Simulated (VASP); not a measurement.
Input of a VASP 6.6.1 run:

Contents of INCAR:

```
SYSTEM = Al
  PREC = Accurate
  ENCUT = 520
  EDIFF = 1E-6
  ISMEAR = 0
  SIGMA = 0.15
  LREAL = .False.
  LASPH = .True.
  NELM = 100
  ALGO = Fast
  ISIF = 2
  LWAVE = .False.
  LCHARG = .False.
  NBANDS = 10
```

The input KPOINTS:

```
Automatic mesh
0
Gamma
  18 18 10
  0 0 0
```

File POSCAR:

```
Al
1.0
    2.8024648109      0.0000000000      0.0000000000
   -1.4012324054      2.4270057195      0.0000000000
    0.0000000000      0.0000000000      4.8737000000
Al
2
Direct
    0.6666666667      0.3333333333      0.7500000000
    0.3333333333      0.6666666667      0.2500000000
```

Potentials or basis: VASP PAW LDA potentials, release 64 (Al).

Run with:

```bash
$ cat potpaw_LDA.64/Al/POTCAR > POTCAR
$ mpirun -np 1 vasp_std > vasp.out
```

(1) What does it give for the pressure?

(2) Estimate the band gap on the k mesh.

Answers

(1) -2.5 GPa.

(2) zero (bands 3 and 4 overlap by 6.73 eV).
